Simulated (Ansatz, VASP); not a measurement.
## RbBr: VASP beside Ansatz

The input POSCAR:

```
RbBr
1.0
    0.0000000000      3.3570415946      3.3570415946
    3.3570415946      0.0000000000      3.3570415946
    3.3570415946      3.3570415946      0.0000000000
Rb Br
1 1
Direct
    0.0000000000      0.0000000000      0.0000000000
    0.5000000000      0.5000000000      0.5000000000
```

The input INCAR.step1:

```
PREC     = Accurate       # precision mode
ENCUT    = 520            # plane-wave cutoff, eV
EDIFF    = 1E-5           # SCF threshold, eV
ISMEAR   = -1             # smearing method
SIGMA    = 0.05           # smearing width, eV
LREAL    = F              # projectors in reciprocal space
LASPH    = T              # aspherical terms in the spheres
NELM     = 100            # most SCF steps
ALGO     = Normal         # electronic algorithm
ISIF     = 2              # what is computed and relaxed
LWAVE    = T              # write WAVECAR
LCHARG   = F              # write CHGCAR
GGA      = PE             # functional
NBANDS   = 15             # bands
```

File INCAR.step2:

```
PREC     = Accurate       # precision mode
ENCUT    = 520            # plane-wave cutoff, eV
EDIFF    = 1E-6           # SCF threshold, eV
ISMEAR   = -1             # smearing method
SIGMA    = 0.05           # smearing width, eV
LREAL    = F              # projectors in reciprocal space
LASPH    = T              # aspherical terms in the spheres
NELM     = 100            # most SCF steps
ALGO     = Normal         # electronic algorithm
ISIF     = 2              # what is computed and relaxed
LWAVE    = F              # write WAVECAR
LCHARG   = F              # write CHGCAR
GGA      = PE             # functional
LHFCALC  = T              # exact exchange
AEXX     = 0.25           # exact-exchange fraction
PRECFOCK = Normal       
ISTART   = 1            
NBANDS   = 15             # bands
```

The input KPOINTS:

```
regular mesh
0
Gamma
  4 4 4
```

File input:

```
crystal:
  lattice:
    - [0.0, 3.3570415946, 3.3570415946]
    - [3.3570415946, 0.0, 3.3570415946]
    - [3.3570415946, 3.3570415946, 0.0]
  atoms:
    - { symbol: Rb, position: [0.0, 0.0, 0.0] }
    - { symbol: Br, position: [0.5, 0.5, 0.5] }
hamiltonian:
  xc: pbe0
  pseudopotentials: { kind: paw }
kpoints:
  mp_grid: { grid: [4, 4, 4] }
scf:
  occupations: { method: fermi_dirac, width: 0.05 }
output:
  forces: true
  stress: true
  eigenvalues: true
```

Alike in both runs: task single point; functional PBE0; k mesh 4 × 4 × 4; occupations fermi-dirac, width 0.05 eV; no spin polarisation.

|  | VASP | Ansatz |
| --- | --- | --- |
| version | VASP 6.6.1 | Ansatz 0.2.0 |
| potentials or method | VASP PAW PBE potentials, release 64 (Rb_sv, Br) | Ansatz PAW |
| plane-wave cutoff (eV) | 520 | 420 |
| valence electrons in the cell | 16 | 16 |

```csv
,VASP,Ansatz,Ansatz less VASP
gap on the k mesh at the Fermi level (eV),6.43,6.41,-0.013
least direct gap on the mesh (eV),6.43,6.41,-0.013
pressure (GPa),1.9,1.9,+0.03
```

The functional is the same, so the differences come from potentials, cutoffs and numerics.
